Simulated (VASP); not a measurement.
# InSe (R3m) in VASP: notebook

The runs below take InSe through single point, with PBE+D3(BJ).

All numbers are computed with VASP 6.6.1; they aren't measurements. Logs are shortened: lines on timing, memory, paths and dates and some standing lists are left out, and cuts for length are marked.

## 1. The cell of the first run

Symmetry: R3m, No. 160, trigonal system. Conventional cell: a = 3.890 Å, b = 3.890 Å, c = 23.611 Å, α = 90.00°, β = 90.00°, γ = 120.00°. Within 3.4 Å of In (site symmetry 3m) lie 3 Se at 2.61 Å and 1 In at 2.71 Å. Within 3.4 Å of In (site symmetry 3m) lie 3 Se at 2.60 Å and 1 In at 2.71 Å. Se (site symmetry 3m) has 3 In at 2.61 Å and 3 Se at 3.37 Å within 3.4 Å. Within 3.4 Å of Se (site symmetry 3m) lie 3 In at 2.60 Å and 3 Se at 3.37 Å.

## 2. Single point, PBE+D3(BJ) (25.78 Å³/atom)

File INCAR:

```
PREC = Accurate
ENCUT = 520
EDIFF = 1E-6
ISMEAR = 0
SIGMA = 0.02
LREAL = False
LASPH = True
NELM = 100
ALGO = Normal
ISIF = 2
LWAVE = False
LCHARG = True
GGA = PE
IVDW = 12
LELF = True
LVHAR = True
NBANDS = 27
```

File KPOINTS:

```
regular mesh
0
Gamma
  12 12 12
```

File POSCAR:

```
InSe
1.0
    1.9448388040      1.1228532070      7.8702468835
   -1.9448388040      1.1228532070      7.8702468835
    0.0000000000     -2.2457064140      7.8702468835
In Se
2 2
Direct
   -0.0016989822     -0.0016989822     -0.0016989822
    0.1132133976      0.1132133976      0.1132133976
    0.6087644042      0.6087644042      0.6087644042
    0.8357211806      0.8357211806      0.8357211806
```

Potentials or basis: VASP PAW PBE potentials, release 64 (In_d, Se).

The run is started by

```console
$ cat potpaw_PBE.64/In_d/POTCAR potpaw_PBE.64/Se/POTCAR > POTCAR
$ mpirun -np 1 vasp_std > vasp.out
```

OUTCAR:

```text
PREC = Accurate
   ENCUT = 520
   EDIFF = 1E-6
   ISMEAR = 0
   LREAL = False
   LASPH = True
   NELM = 100
   ISIF = 2
   GGA = PE
   IVDW = 12
 IVDW          = 12

 ion  position               nearest neighbor table
   1  0.998  0.998  0.998-   3 2.61   3 2.61   3 2.61   2 2.71
   2  0.113  0.113  0.113-   4 2.60   4 2.60   4 2.60   1 2.71
   3  0.609  0.609  0.609-   1 2.61   1 2.61   1 2.61
   4  0.836  0.836  0.836-   2 2.60   2 2.60   2 2.60

  LATTYP: Found a trigonal (rhomboedric) cell.
 ALAT       =     8.1843743380
 COS(alpha) =     0.8870656003

  Lattice vectors:

 A1 = (   1.9448388040,   1.1228532070,   7.8702468835)
 A2 = (  -1.9448388040,   1.1228532070,   7.8702468835)
 A3 = (   0.0000000000,  -2.2457064140,   7.8702468835)

Analysis of symmetry for initial positions (statically):
=====================================================================
 Subroutine PRICEL returns:
 Original cell was already a primitive cell.

 Routine SETGRP: Setting up the symmetry group for a
 trigonal (rhombohedral) supercell.

 Subroutine GETGRP returns: Found  6 space group operations
 (whereof  6 operations were pure point group operations)
 out of a pool of 12 trial point group operations.

The static configuration has the point symmetry C_3v.

Analysis of symmetry for dynamics (positions and initial velocities):
=====================================================================
 Subroutine PRICEL returns:
 Original cell was already a primitive cell.

 Routine SETGRP: Setting up the symmetry group for a
 trigonal (rhombohedral) supercell.

 Subroutine GETGRP returns: Found  6 space group operations
 (whereof  6 operations were pure point group operations)
 out of a pool of 12 trial point group operations.

The dynamic configuration has the point symmetry C_3v.

 Subroutine INISYM returns: Found  6 space group operations
 (whereof  6 operations are pure point group operations),
 and found     1 'primitive' translations

----------------------------------------------------------------------------------------

                                     Primitive cell

  volume of cell :     103.1208

  direct lattice vectors                    reciprocal lattice vectors
     1.944838804  1.122853207  7.870246884     0.257090716  0.148431394  0.042353606
    -1.944838804  1.122853207  7.870246884    -0.257090716  0.148431394  0.042353606
     0.000000000 -2.245706414  7.870246884     0.000000000 -0.296862788  0.042353606

  length of vectors
     8.184374338  8.184374338  8.184374338     0.299868876  0.299868876  0.299868876

  position of ions in fractional coordinates (direct lattice)
     0.998301018  0.998301018  0.998301018
     0.113213398  0.113213398  0.113213398
     0.608764404  0.608764404  0.608764404
     0.835721181  0.835721181  0.835721181

  ion indices of the primitive-cell ions
   primitive index   ion index
                 1           1
                 2           2
                 3           3
                 4           4

----------------------------------------------------------------------------------------

 KPOINTS: regular mesh

Automatic generation of k-mesh.
 Grid dimensions read from file:
 generate k-points for:   12   12   12

 Generating k-lattice:

  Cartesian coordinates                     Fractional coordinates (reciprocal lattice)
     0.021424226  0.012369283  0.003529467     0.083333333 -0.000000000  0.000000000
    -0.021424226  0.012369283  0.003529467    -0.000000000  0.083333333  0.000000000
     0.000000000 -0.024738566  0.003529467     0.000000000  0.000000000  0.083333333

  Length of vectors
     0.024989073  0.024989073  0.024989073

  Shift w.r.t. Gamma in fractional coordinates (k-lattice)
     0.000000000  0.000000000  0.000000000

 Subroutine IBZKPT returns following result:
 ===========================================

 Found    189 irreducible k-points:

 Following reciprocal coordinates:
            Coordinates               Weight
  0.000000  0.000000  0.000000      1.000000
  0.083333 -0.000000 -0.000000      6.000000
  0.166667  0.000000 -0.000000      6.000000
  0.250000  0.000000 -0.000000      6.000000
  0.333333  0.000000 -0.000000      6.000000
  0.416667  0.000000 -0.000000      6.000000
[... 16 lines left out ...]
  0.500000  0.166667  0.000000     12.000000
 -0.416667  0.166667  0.000000     12.000000
 [... further k-points ...]
   k-points           NKPTS =    189   k-points in BZ     NKDIM =    189   number of bands    NBANDS=     27
   number of dos      NEDOS =    301   number of ions     NIONS =      4
   total plane-waves  NPLWV = 262144
   dimension x,y,z NGX =    64 NGY =   64 NGZ =   64
   dimension x,y,z NGXF=   128 NGYF=  128 NGZF=  128
   ions per type =               2   2
   NGX,Y,Z   is equivalent  to a cutoff of  13.00, 13.00, 13.00 a.u.
   NGXF,Y,Z  is equivalent  to a cutoff of  26.00, 26.00, 26.00 a.u.
 SYSTEM =  unknown system
   PREC   = accura    normal or accurate (medium, high low for compatibility)
   ISTART =      0    job   : 0-new  1-cont  2-samecut
   ICHARG =      2    charge: 1-file 2-atom 10-const
   ISPIN  =      1    spin polarized calculation?
   LNONCOLLINEAR =      F non collinear calculations
   LSORBIT =      F    spin-orbit coupling
   LASPH  =      T    aspherical Exc in radial PAW
   ENCUT  =  520.0 eV  38.22 Ry    6.18 a.u.  15.22 15.22 15.22*2*pi/ulx,y,z
   NELM   =    100;   NELMIN=  2; NELMDL= -5     # of ELM steps
   EDIFF  = 0.1E-05   stopping-criterion for ELM
   LREAL  =      F    real-space projection
   EDIFFG = 0.1E-04   stopping-criterion for IOM
   NSW    =      0    number of steps for IOM
   IBRION =     -1    ionic relax: 0-MD 1-quasi-New 2-CG
   NFREE  =      0    steps in history (QN), initial steepest desc. (CG)
   ISIF   =      2    stress and relaxation
   ISYM   =      2    0-nonsym 1-usesym 2-fastsym
   POTIM  = 0.5000    time-step for ionic-motion
   TEBEG  =    0.0;   TEEND  =   0.0 temperature during run
   PSTRESS=    0.0 pullay stress
   NELECT =      38.0000    total number of electrons
   NUPDOWN=      -1.0000    fix difference up-down
   EMIN   =  10.00;   EMAX   =-10.00  energy-range for DOS
   EFERMI =   0.00;   METHOD = LEGACY
   ISMEAR =     0;   SIGMA  =   0.02  broadening in eV -4-tet -1-fermi 0-gaus
   EFERMI_NEDOS =   21; number of points for ismear=-14 and -15
   IALGO  =     38    algorithm
   IMIX   =      4    mixing-type and parameters
     AMIX     =   0.40;   BMIX     =  1.00
     AMIX_MAG =   1.60;   BMIX_MAG =  1.00
  volume/ion in A,a.u.               =      25.78       173.97
  Fermi-wavevector in a.u.,A,eV,Ry     =   1.173692  2.217955 18.742730  1.377552
  Thomas-Fermi vector in A             =   2.310101
   LORBIT       =      0    0 simple, 1 ext, 2 COOP (PROOUT), +10 PAW based schemes
   GGA     = PE    functional components
   LHFCALC =     F    Hartree Fock is set to
   AEXX    =    0.0000 exact exchange contribution
   IVDW    =    12    specifies the selected vdW correction
   LEPSILON=     F    determine dielectric tensor
   LRPA    =     F    only Hartree local field effects (RPA)
 non-spin polarized calculation
 Gauss-broadening in eV      SIGMA  =   0.02
  energy-cutoff  :      520.00
  volume of cell :      103.12
 maximum number of plane-waves:      2810
 NGX is ok and might be reduce to    64
   NGX = 31   NGY = 31   NGZ = 31

 number of electron      38.0000002 magnetization

 Free energy of the ion-electron system (eV)
  ---------------------------------------------------
  ext. energy  EPLUGINS =         0.00000000
  ---------------------------------------------------
  free energy    TOTEN  =       -13.77354415 eV

  energy without entropy =      -13.77354415  energy(sigma->0) =      -13.77354415

 E-fermi :   5.5641     XC(G=0):  -9.5540

 val. band max:        5.4473696544   @ k =   0.5000   0.5000   0.4167
 cond. band min:       6.0639515671   @ k =   0.5000   0.5000   0.5000
 fundamental gap:      0.6165819127
 Fermi energy:         5.5641071188

 k-point     1 :       0.0000    0.0000    0.0000
  band No.  band energies     occupation
      1      -9.5990      2.00000
      2      -9.3688      2.00000
      3      -9.3688      2.00000
      4      -9.2598      2.00000
      5      -9.2598      2.00000
      6      -9.2557      2.00000
[... 19 lines left out ...]
     26      11.0366      0.00000
     27      13.5846      0.00000

 k-point     2 :       0.0833   -0.0000   -0.0000
  band No.  band energies     occupation
      1      -9.5985      2.00000
      2      -9.4231      2.00000
      3      -9.3678      2.00000
      4      -9.2956      2.00000
      5      -9.2587      2.00000
      6      -9.2535      2.00000
[... 19 lines left out ...]
     26      11.2297      0.00000
     27      13.4305      0.00000

 k-point     3 :       0.1667    0.0000   -0.0000
  band No.  band energies     occupation
      1      -9.6067      2.00000
      2      -9.5123      2.00000
      3      -9.3794      2.00000
      4      -9.3662      2.00000
      5      -9.2662      2.00000
      6      -9.2366      2.00000
[... 19 lines left out ...]
     26      11.6352      0.00000
     27      12.5768      0.00000

 k-point     4 :       0.2500    0.0000   -0.0000
  band No.  band energies     occupation
      1      -9.6581      2.00000
      2      -9.5461      2.00000
      3      -9.4716      2.00000
      4      -9.3662      2.00000
      5      -9.2762      2.00000
      6      -9.2136      2.00000
[... 19 lines left out ...]
     26      11.9729      0.00000
     27      12.4771      0.00000

 k-point     5 :       0.3333    0.0000   -0.0000
  band No.  band energies     occupation
      1      -9.7204      2.00000
      2      -9.5539      2.00000
      3      -9.5395      2.00000
      4      -9.3680      2.00000
      5      -9.2860      2.00000
      6      -9.1894      2.00000
[... 19 lines left out ...]
     26      12.1782      0.00000
     27      12.6983      0.00000

 k-point     6 :       0.4167    0.0000   -0.0000
  band No.  band energies     occupation
      1      -9.7609      2.00000
      2      -9.6007      2.00000
      3      -9.5381      2.00000
      4      -9.3700      2.00000
      5      -9.2930      2.00000
      6      -9.1722      2.00000
[... 444 lines left out ...]
      1      -9.6776      2.00000
      2      -9.5489      2.00000
      3      -9.5122      2.00000
      4      -9.3738      2.00000
      5      -9.2724      2.00000
      6      -9.2108      2.00000
[... 19 lines left out ...]
     26      11.9456      0.00000
     27      12.7013      0.00000

 k-point    22 :       0.4167    0.1667   -0.0000
  band No.  band energies     occupation
      1      -9.7230      2.00000
      2      -9.5785      2.00000
      3      -9.5383      2.00000
      4      -9.3809      2.00000
      5      -9.2748      2.00000
      6      -9.1963      2.00000
[... 19 lines left out ...]
     26      12.2832      0.00000
     27      12.6661      0.00000

 k-point    23 :       0.5000    0.1667    0.0000
  band No.  band energies     occupation
      1      -9.7539      2.00000
      2      -9.6149      2.00000
      3      -9.5353      2.00000
      4      -9.3867      2.00000
      5      -9.2766      2.00000
      6      -9.1854      2.00000
[... 19 lines left out ...]
     26      12.4325      0.00000
     27      13.1534      0.00000

 k-point    24 :      -0.4167    0.1667    0.0000
  band No.  band energies     occupation
      1      -9.7664      2.00000
      2      -9.6255      2.00000
      3      -9.5340      2.00000
      4      -9.3888      2.00000
      5      -9.2773      2.00000
      6      -9.1813      2.00000
[... 19 lines left out ...]
     26      12.5355      0.00000
     27      13.4252      0.00000

 [... further k-points ...]

------------------------ aborting loop because EDIFF is reached ----------------------------------------

 Edisp (eV)   -1.37959

 E8    (eV) :    -0.6335

  FORCE on cell =-STRESS in cart. coord.  units (eV):
  Direction    XX          YY          ZZ          XY          YZ          ZX
  --------------------------------------------------------------------------------------
  -------------------------------------------------------------------------------------
  Total       3.45020     3.45020     3.44498     0.00000     0.00000     0.00000
  in kB      53.60544    53.60544    53.52426     0.00000     0.00000     0.00000
  external pressure =       53.58 kB  Pullay stress =        0.00 kB

 VOLUME and BASIS-vectors are now :
 -----------------------------------------------------------------------------
  energy-cutoff  :      520.00
  volume of cell :      103.12
      direct lattice vectors                 reciprocal lattice vectors
     1.944838804  1.122853207  7.870246884     0.257090716  0.148431394  0.042353606
    -1.944838804  1.122853207  7.870246884    -0.257090716  0.148431394  0.042353606
     0.000000000 -2.245706414  7.870246884     0.000000000 -0.296862788  0.042353606

 POSITION                                       TOTAL-FORCE (eV/Angst)
 -----------------------------------------------------------------------------------
      0.00000      0.00000     23.57063         0.000000      0.000000      0.016962
      0.00000      0.00000      2.67305         0.000000     -0.000000     -0.017045
      0.00000      0.00000     14.37338         0.000000     -0.000000     -0.017291
      0.00000      0.00000     19.73200         0.000000      0.000000      0.017374
 -----------------------------------------------------------------------------------
    total drift:                                0.000000      0.000000      0.000299

  FREE ENERGIE OF THE ION-ELECTRON SYSTEM (eV)
  ---------------------------------------------------
  free  energy   TOTEN  =       -15.1531337769 eV

  energy  without entropy=      -15.1531337769  energy(sigma->0) =      -15.15313378
```

It took 18 min on 1 thread of AMD EPYC 9R45 (Zen 5), shared host; peak memory 0.8 GiB.

What came out:

```yaml
Free_energy: -15.1531 eV
Pressure: 5.4 GPa
Largest_force: 0.017 eV/Å
Band_gap_on_the_k_mesh: 0.62 eV (least direct gap 0.64 eV)
Dispersion_energy_per_atom: -0.345 eV
```

Forces in eV/Å, atoms in the order of the input:
```
In   0.000  0.000  0.017
In   0.000  0.000 -0.017
Se   0.000  0.000 -0.017
Se   0.000  0.000  0.017
```

Caveat: the cell stands under pressure; semilocal functionals underestimate gaps, and a narrow one can read as zero; spin-orbit coupling is left out, which moves the levels of the heavy elements. A k mesh can miss the band edges.

(Part 1 of 2 ends here.)
